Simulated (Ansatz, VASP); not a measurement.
Two plane-wave programs on LiH

File POSCAR:

```
LiH
1.0
    3.1386262190      0.0000000000      0.0000000000
   -1.5693131095      2.7181300386      0.0000000000
    0.0000000000      0.0000000000      4.0690682547
Li H
2 2
Direct
    0.3333333333      0.6666666667      0.2500000000
    0.6666666667      0.3333333333      0.7500000000
    0.6666666667      0.3333333333      0.2500000000
    0.3333333333      0.6666666667      0.7500000000
```

Contents of INCAR.step1:

```
PREC = Accurate
ENCUT = 520
ISMEAR = 0
SIGMA = 0.01
LREAL = F
LASPH = T
NELM = 60
NBANDS = 12
GGA = PE
ALGO = Normal
EDIFF = 1E-4
LWAVE = T
LCHARG = F
```

The input INCAR.step2:

```
PREC = Accurate
ENCUT = 520
EDIFF = 1E-7
ISMEAR = 0
SIGMA = 0.01
LREAL = F
LASPH = T
NELM = 60
ALGO = Normal
ISIF = 2
LWAVE = F
LCHARG = F
METAGGA = R2SCAN
LMIXTAU = T
NBANDS = 12
ISTART = 1
```

Contents of KPOINTS:

```
regular mesh
0
Gamma
  12 12 6
```

Input for Ansatz:

```yaml
crystal:
  lattice:
    - [3.138626219, 0.0, 0.0]
    - [-1.5693131095, 2.7181300386, 0.0]
    - [0.0, 0.0, 4.0690682547]
  atoms:
    - { symbol: Li, position: [0.3333333333, 0.6666666667, 0.25] }
    - { symbol: Li, position: [0.6666666667, 0.3333333333, 0.75] }
    - { symbol: H, position: [0.6666666667, 0.3333333333, 0.25] }
    - { symbol: H, position: [0.3333333333, 0.6666666667, 0.75] }
kpoints:
  mp_grid: { grid: [12, 12, 6] }
  band_path:
    path:
      - [0.0, 0.0, 0.0]
      - [0.5, 0.0, 0.0]
      - [0.3333333333, 0.3333333333, 0.0]
      - [0.0, 0.0, 0.5]
      - [0.5, 0.0, 0.5]
      - [0.3333333333, 0.3333333333, 0.5]
    npoints: 1
hamiltonian:
  xc: r2scan
scf:
  occupations: { method: fixed }
  n_extra_bands: 5
output:
  forces: true
  stress: true
  eigenvalues: true
```

Change from the starting cell: biaxial_xy strain -3.6%.

Alike in both runs: task single point; functional r2SCAN; k mesh 12 × 12 × 6; no spin polarisation.

|  | VASP | Ansatz |
| --- | --- | --- |
| version | VASP 6.6.1 | Ansatz 0.2.0 |
| potentials or method | VASP PAW PBE potentials, release 64 (Li_sv, H) | plane waves, PAW |
| plane-wave cutoff (eV) | 520 | 500 |
| occupations | gaussian, width 0.01 eV | fixed |
| valence electrons in the cell | 8 | 8 |

```csv
,VASP,Ansatz,Ansatz less VASP
gap on the k mesh at the Fermi level (eV),2.45,2.50,+0.048
```

VASP's potentials were made for PBE, not for r2SCAN.

Noted on VASP's run: the cutoff is short for stress, so the pressure is rough.
